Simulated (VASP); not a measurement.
A run of VASP 6.6.1:

Contents of INCAR:

```
SYSTEM = WSe
PREC = Accurate
ENCUT = 520
EDIFF = 1E-6
ISMEAR = 0
SIGMA = 0.1
LREAL = .FALSE.
LASPH = .TRUE.
NELM = 100
ALGO = Normal
ISIF = 2
LWAVE = .FALSE.
LCHARG = .FALSE.
GGA = PE
NBANDS = 17
```

Contents of KPOINTS:

```
Automatic mesh
0
G
  6 6 6
  0 0 0
```

The input POSCAR:

```
WSe
1.0
    1.8702341900      1.0797802100      3.0813784500
   -1.8702341900      1.0797802100      3.0813784500
    0.0000000000     -2.1595604200      3.0813784500
W Se
1 1
Direct
    0.5000000000      0.5000000000      0.5000000000
    0.0000000000      0.0000000000      0.0000000000
```

Potentials or basis: VASP PAW PBE potentials, release 64 (W_sv, Se).

The run is started by

```bash
$ cat potpaw_PBE.64/W_sv/POTCAR potpaw_PBE.64/Se/POTCAR > POTCAR
$ mpirun -np 1 vasp_std > vasp.out
```

Hardware: 1 thread of Intel Xeon 8259CL, on a shared host.

Task: Estimate the wall time of this run.

Result: Run time: 32 s on 1 thread of Intel Xeon 8259CL, on a shared host, peak memory 0.17 GiB. Counts: scf iterations 12, k points 32.
